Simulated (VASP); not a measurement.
# CoSiGe3 (P4/mmm) in VASP: single point with PBE

Aim: the single point of CoSiGe3 with PBE.

All numbers are computed with VASP 6.6.1; they aren't measurements. Logs are shortened: lines on timing, memory, paths and dates and some standing lists are left out, and cuts for length are marked.

## Step 1: The cell of the first run

It takes space group P4/mmm (No. 123, tetragonal). The conventional cell has a = 3.369 Å, b = 3.369 Å, c = 7.682 Å, α = 90.00°, β = 90.00°, γ = 90.00°. Co (site symmetry 4/mmm) has 8 Ge at 2.71 Å and 4 Co at 3.37 Å within 3.6 Å. Within 3.1 Å of Si (site symmetry 4/mmm) lie 6 Ge at 2.38 to 2.55 Å. Within 3.5 Å of Ge (site symmetry 4mm) lie 1 Si at 2.55 Å and 9 Ge at 2.59 to 3.49 Å and 4 Co at 2.71 Å. Within 3.1 Å of Ge (site symmetry 4/mmm) lie 4 Si at 2.38 Å.

The cell was generated, and may not be a known phase.

## Step 2: Single point, PBE, collinear spin, ferromagnetic start

INCAR

```
  ALGO = Normal
  EDIFF = 1E-6
  ENCUT = 520
  GGA = PE
  ISIF = 2
  ISMEAR = 0
  ISPIN = 2
  KPAR = 4
  LASPH = True
  LCHARG = False
  LMAXMIX = 4
  LORBIT = 11
  LREAL = False
  LWAVE = False
  MAGMOM = 0.86 0 0 0 0
  NBANDS = 40
  NELM = 150
  PREC = Accurate
  SIGMA = 0.1
```

KPOINTS

```
k-points
0
Gamma
  12 12 6
```

POSCAR

```
CoSiGe3
1.0
    3.3688715299      0.0000000000      0.0000000000
    0.0000000000      3.3688715299      0.0000000000
    0.0000000000      0.0000000000      7.6819975167
Co Si Ge
1 1 3
Direct
    0.0000000000      0.0000000000      0.5000000000
    0.5000000000      0.5000000000      0.0000000000
    0.5000000000      0.5000000000      0.3317431410
    0.5000000000      0.5000000000      0.6682568590
    0.0000000000      0.0000000000      0.0000000000
```

Potentials or basis: VASP PAW PBE potentials, release 64 (Co, Si, Ge_d).

The run is started by

```console
> cat potpaw_PBE.64/Co/POTCAR potpaw_PBE.64/Si/POTCAR potpaw_PBE.64/Ge_d/POTCAR > POTCAR
> mpirun -np 4 vasp_std > vasp.out
```

OUTCAR:

```text
EDIFF = 1E-6
   ENCUT = 520
   GGA = PE
   ISIF = 2
   ISMEAR = 0
   ISPIN = 2
   LASPH = True
   LORBIT = 11
   LREAL = False
   NELM = 150
   PREC = Accurate

 ion  position               nearest neighbor table
   1  0.000  0.000  0.500-   3 2.71   4 2.71   3 2.71   4 2.71   3 2.71   4 2.71   3 2.71   4 2.71

   2  0.500  0.500  0.000-   5 2.38   5 2.38   5 2.38   5 2.38   3 2.55   4 2.55
   3  0.500  0.500  0.332-   2 2.55   4 2.59   1 2.71   1 2.71   1 2.71   1 2.71
   4  0.500  0.500  0.668-   2 2.55   3 2.59   1 2.71   1 2.71   1 2.71   1 2.71
   5  0.000  0.000  0.000-   2 2.38   2 2.38   2 2.38   2 2.38

  LATTYP: Found a simple tetragonal cell.
 ALAT       =     3.3688715299
 C/A-ratio  =     2.2802880574

  Lattice vectors:

 A1 = (   3.3688715299,   0.0000000000,   0.0000000000)
 A2 = (   0.0000000000,   3.3688715299,   0.0000000000)
 A3 = (   0.0000000000,   0.0000000000,   7.6819975167)

Analysis of symmetry for initial positions (statically):
=====================================================================
 Subroutine PRICEL returns:
 Original cell was already a primitive cell.

 Routine SETGRP: Setting up the symmetry group for a
 simple tetragonal supercell.

 Subroutine GETGRP returns: Found 16 space group operations
 (whereof 16 operations were pure point group operations)
 out of a pool of 16 trial point group operations.

The static configuration has the point symmetry D_4h.

Analysis of symmetry for dynamics (positions and initial velocities):
=====================================================================
 Subroutine PRICEL returns:
 Original cell was already a primitive cell.

 Routine SETGRP: Setting up the symmetry group for a
 simple tetragonal supercell.

 Subroutine GETGRP returns: Found 16 space group operations
 (whereof 16 operations were pure point group operations)
 out of a pool of 16 trial point group operations.

The dynamic configuration has the point symmetry D_4h.

Analysis of structural, dynamic, and magnetic symmetry:
=====================================================================
 Subroutine PRICEL returns:
 Original cell was already a primitive cell.

 Routine SETGRP: Setting up the symmetry group for a
 simple tetragonal supercell.

 Subroutine GETGRP returns: Found 16 space group operations
 (whereof 16 operations were pure point group operations)
 out of a pool of 16 trial point group operations.

The overall configuration has the point symmetry D_4h.

 Subroutine INISYM returns: Found 16 space group operations
 (whereof 16 operations are pure point group operations),
 and found     1 'primitive' translations

----------------------------------------------------------------------------------------

                                     Primitive cell

  volume of cell :      87.1853

  direct lattice vectors                    reciprocal lattice vectors
     3.368871530  0.000000000  0.000000000     0.296835303  0.000000000  0.000000000
     0.000000000  3.368871530  0.000000000     0.000000000  0.296835303  0.000000000
     0.000000000  0.000000000  7.681997517     0.000000000  0.000000000  0.130174476

  length of vectors
     3.368871530  3.368871530  7.681997517     0.296835303  0.296835303  0.130174476

  position of ions in fractional coordinates (direct lattice)
     0.000000000  0.000000000  0.500000000
     0.500000000  0.500000000  0.000000000
     0.500000000  0.500000000  0.331743141
     0.500000000  0.500000000  0.668256859
     0.000000000  0.000000000  0.000000000

  ion indices of the primitive-cell ions
   primitive index   ion index
                 1           1
                 2           2
                 3           3
                 4           4
                 5           5

----------------------------------------------------------------------------------------

 KPOINTS: k-points

Automatic generation of k-mesh.
 Grid dimensions read from file:
 generate k-points for:   12   12    6

 Generating k-lattice:

  Cartesian coordinates                     Fractional coordinates (reciprocal lattice)
     0.024736275  0.000000000  0.000000000     0.083333333  0.000000000  0.000000000
     0.000000000  0.024736275  0.000000000     0.000000000  0.083333333  0.000000000
     0.000000000  0.000000000  0.021695746     0.000000000  0.000000000  0.166666667

  Length of vectors
     0.024736275  0.024736275  0.021695746

  Shift w.r.t. Gamma in fractional coordinates (k-lattice)
     0.000000000  0.000000000  0.000000000

 Subroutine IBZKPT returns following result:
 ===========================================

 Found    112 irreducible k-points:

 Following reciprocal coordinates:
            Coordinates               Weight
  0.000000  0.000000  0.000000      1.000000
  0.083333  0.000000  0.000000      4.000000
  0.166667  0.000000  0.000000      4.000000
  0.250000  0.000000  0.000000      4.000000
  0.333333  0.000000  0.000000      4.000000
  0.416667  0.000000  0.000000      4.000000
[... 16 lines left out ...]
  0.333333  0.333333  0.000000      4.000000
  0.416667  0.333333  0.000000      8.000000
 [... further k-points ...]
   k-points           NKPTS =    112   k-points in BZ     NKDIM =    112   number of bands    NBANDS=     40
   number of dos      NEDOS =    301   number of ions     NIONS =      5
   total plane-waves  NPLWV =  47040
   dimension x,y,z NGX =    28 NGY =   28 NGZ =   60
   dimension x,y,z NGXF=    56 NGYF=   56 NGZF=  120
   ions per type =               1   1   3
   NGX,Y,Z   is equivalent  to a cutoff of  13.82, 13.82, 12.98 a.u.
   NGXF,Y,Z  is equivalent  to a cutoff of  27.63, 27.63, 25.97 a.u.
 SYSTEM =  unknown system
   PREC   = accura    normal or accurate (medium, high low for compatibility)
   ISTART =      0    job   : 0-new  1-cont  2-samecut
   ICHARG =      2    charge: 1-file 2-atom 10-const
   ISPIN  =      2    spin polarized calculation?
   LNONCOLLINEAR =      F non collinear calculations
   LSORBIT =      F    spin-orbit coupling
   LASPH  =      T    aspherical Exc in radial PAW
   ENCUT  =  520.0 eV  38.22 Ry    6.18 a.u.   6.26  6.26 14.28*2*pi/ulx,y,z
   NELM   =    150;   NELMIN=  2; NELMDL= -5     # of ELM steps
   EDIFF  = 0.1E-05   stopping-criterion for ELM
   LREAL  =      F    real-space projection
   EDIFFG = 0.1E-04   stopping-criterion for IOM
   NSW    =      0    number of steps for IOM
   IBRION =     -1    ionic relax: 0-MD 1-quasi-New 2-CG
   NFREE  =      0    steps in history (QN), initial steepest desc. (CG)
   ISIF   =      2    stress and relaxation
   ISYM   =      2    0-nonsym 1-usesym 2-fastsym
   POTIM  = 0.5000    time-step for ionic-motion
   TEBEG  =    0.0;   TEEND  =   0.0 temperature during run
   PSTRESS=    0.0 pullay stress
   NELECT =      55.0000    total number of electrons
   NUPDOWN=      -1.0000    fix difference up-down
   EMIN   =  10.00;   EMAX   =-10.00  energy-range for DOS
   EFERMI =   0.00;   METHOD = LEGACY
   ISMEAR =     0;   SIGMA  =   0.10  broadening in eV -4-tet -1-fermi 0-gaus
   EFERMI_NEDOS =   21; number of points for ismear=-14 and -15
   IALGO  =     38    algorithm
   IMIX   =      4    mixing-type and parameters
     AMIX     =   0.40;   BMIX     =  1.00
     AMIX_MAG =   1.60;   BMIX_MAG =  1.00
  volume/ion in A,a.u.               =      17.44       117.67
  Fermi-wavevector in a.u.,A,eV,Ry     =   1.404046  2.653262 26.821784  1.971346
  Thomas-Fermi vector in A             =   2.526647
   LORBIT       =     11    0 simple, 1 ext, 2 COOP (PROOUT), +10 PAW based schemes
   GGA     = PE    functional components
   LHFCALC =     F    Hartree Fock is set to
   AEXX    =    0.0000 exact exchange contribution
   IVDW    =     0    specifies the selected vdW correction
   LEPSILON=     F    determine dielectric tensor
   LRPA    =     F    only Hartree local field effects (RPA)
 spin polarized calculation
 Gauss-broadening in eV      SIGMA  =   0.10
  energy-cutoff  :      520.00
  volume of cell :       87.19
 maximum number of plane-waves:      2370
 NGX is ok and might be reduce to    28
   NGX = 13   NGY = 13   NGZ = 29

 number of electron      55.0000012 magnetization      -0.0735217

 number of electron      55.0000012 magnetization       0.7495059

 Free energy of the ion-electron system (eV)
  ---------------------------------------------------
  ext. energy  EPLUGINS =         0.00000000
  ---------------------------------------------------
  free energy    TOTEN  =       -23.82388227 eV

  energy without entropy =      -23.79952947  energy(sigma->0) =      -23.81170587

 E-fermi :   6.9273     XC(G=0): -11.1337

 val. band max:        6.9237401957   @ k =   0.5000   0.1667   0.3333
 cond. band min:       6.9273988484   @ k =   0.5000   0.3333   0.1667
 fundamental gap:      0.0036586526
 Fermi energy:         6.9273150264

 spin component 1

 k-point     1 :       0.0000    0.0000    0.0000
  band No.  band energies     occupation
      1     -17.7899      1.00000
      2     -17.7680      1.00000
      3     -17.7054      1.00000
      4     -17.7054      1.00000
      5     -17.7017      1.00000
      6     -17.7017      1.00000
[... 31 lines left out ...]
     38      15.9603      0.00000
     39      17.5066      0.00000

 k-point     2 :       0.0833    0.0000    0.0000
  band No.  band energies     occupation
      1     -17.7891      1.00000
      2     -17.7672      1.00000
      3     -17.7062      1.00000
      4     -17.7053      1.00000
      5     -17.7026      1.00000
      6     -17.7020      1.00000
[... 913 lines left out ...]
     38      14.5693      0.00000
     39      16.8824      0.00000

 k-point    24 :       0.4167    0.3333    0.0000
  band No.  band energies     occupation
      1     -17.7777      1.00000
      2     -17.7458      1.00000
      3     -17.7179      1.00000
      4     -17.7163      1.00000
      5     -17.7140      1.00000
      6     -17.7121      1.00000
[... 31 lines left out ...]
     38      14.8197      0.00000
     39      16.2576      0.00000

 [... further k-points ...]

 spin component 2

 k-point     1 :       0.0000    0.0000    0.0000
  band No.  band energies     occupation
      1     -17.7895      1.00000
      2     -17.7659      1.00000
      3     -17.7029      1.00000
      4     -17.7029      1.00000
      5     -17.7015      1.00000
      6     -17.7015      1.00000
[... 31 lines left out ...]
     38      15.9344      0.00000
     39      17.5173      0.00000

 k-point     2 :       0.0833    0.0000    0.0000
  band No.  band energies     occupation
      1     -17.7887      1.00000
      2     -17.7650      1.00000
      3     -17.7037      1.00000
      4     -17.7028      1.00000
      5     -17.7025      1.00000
      6     -17.7018      1.00000
[... 913 lines left out ...]
     38      14.5914      0.00000
     39      16.8894      0.00000

 k-point    24 :       0.4167    0.3333    0.0000
  band No.  band energies     occupation
      1     -17.7774      1.00000
      2     -17.7435      1.00000
      3     -17.7158      1.00000
      4     -17.7138      1.00000
      5     -17.7118      1.00000
      6     -17.7115      1.00000
[... 31 lines left out ...]
     38      14.8430      0.00000
     39      16.2948      0.00000

 [... further k-points ...]

 [bands above 39 left out]

------------------------ aborting loop because EDIFF is reached ----------------------------------------

  FORCE on cell =-STRESS in cart. coord.  units (eV):
  Direction    XX          YY          ZZ          XY          YZ          ZX
  --------------------------------------------------------------------------------------
  -------------------------------------------------------------------------------------
  Total       -0.7125949     -0.7125949     -0.9205249      0.0000000      0.0000000      0.0000000
  in kB      -13.0951427    -13.0951427    -16.9162099      0.0000000      0.0000000      0.0000000
  external PRESSURE =     -14.3688317 kB  Pullay stress =       0.0000000 kB

 VOLUME and BASIS-vectors are now :
 -----------------------------------------------------------------------------
  energy-cutoff  :      520.00
  volume of cell :       87.19
      direct lattice vectors                 reciprocal lattice vectors
     3.368871530  0.000000000  0.000000000     0.296835303  0.000000000  0.000000000
     0.000000000  3.368871530  0.000000000     0.000000000  0.296835303  0.000000000
     0.000000000  0.000000000  7.681997517     0.000000000  0.000000000  0.130174476

 POSITION                                       TOTAL-FORCE (eV/Angst)
 -----------------------------------------------------------------------------------
      0.00000      0.00000      3.84100         0.000000      0.000000      0.000000
      1.68444      1.68444      0.00000         0.000000      0.000000      0.000000
      1.68444      1.68444      2.54845         0.000000     -0.000000     -0.005035
      1.68444      1.68444      5.13355        -0.000000     -0.000000      0.005035
      0.00000      0.00000      0.00000         0.000000      0.000000      0.000000
 -----------------------------------------------------------------------------------
    total drift:                                0.000000      0.000000      0.000000

  FREE ENERGIE OF THE ION-ELECTRON SYSTEM (eV)
  ---------------------------------------------------
  free  energy   TOTEN  =       -23.8238822675 eV

  energy  without entropy=      -23.7995294654  energy(sigma->0) =      -23.81170587

 total charge

# of ion       s       p       d       tot
------------------------------------------
    1        0.333   0.278   7.357   7.967
    2        0.793   0.882   0.000   1.675
    3        1.209   0.988  10.029  12.226
    4        1.209   0.988  10.029  12.226
    5        1.193   1.230  10.054  12.476
--------------------------------------------------
tot          4.736   4.366  37.468  46.570

 magnetization (x)

# of ion       s       p       d       tot
------------------------------------------
    1        0.011   0.003   0.776   0.791
    2        0.003   0.001   0.000   0.004
    3        0.008  -0.017  -0.003  -0.012
    4        0.008  -0.017  -0.003  -0.012
    5        0.001   0.010   0.001   0.012
--------------------------------------------------
tot          0.031  -0.020   0.772   0.784
```

It took 12 min on 4 MPI ranks of Oxide Virtual Turin-like, shared host; peak memory 0.63 GiB.

Results:

```yaml
Free_energy: -23.8239 eV
Pressure: -1.4 GPa
Largest_force: 0.005 eV/Å
Net_moment: 0.75 μB per cell
Site_moments: Co +0.79; Si +0.00; Ge -0.01, +0.01 (each value once) μB
Valence_electrons_inside_the_program's_atomic_spheres: Co 7.97; Si 1.68; Ge 12.23, 12.48 (each value once)
```

Forces in eV/Å, atoms in the order of the input:
```
Co   0.000  0.000  0.000
Si   0.000  0.000  0.000
Ge   0.000  0.000 -0.005
Ge   0.000  0.000  0.005
Ge   0.000  0.000  0.000
```
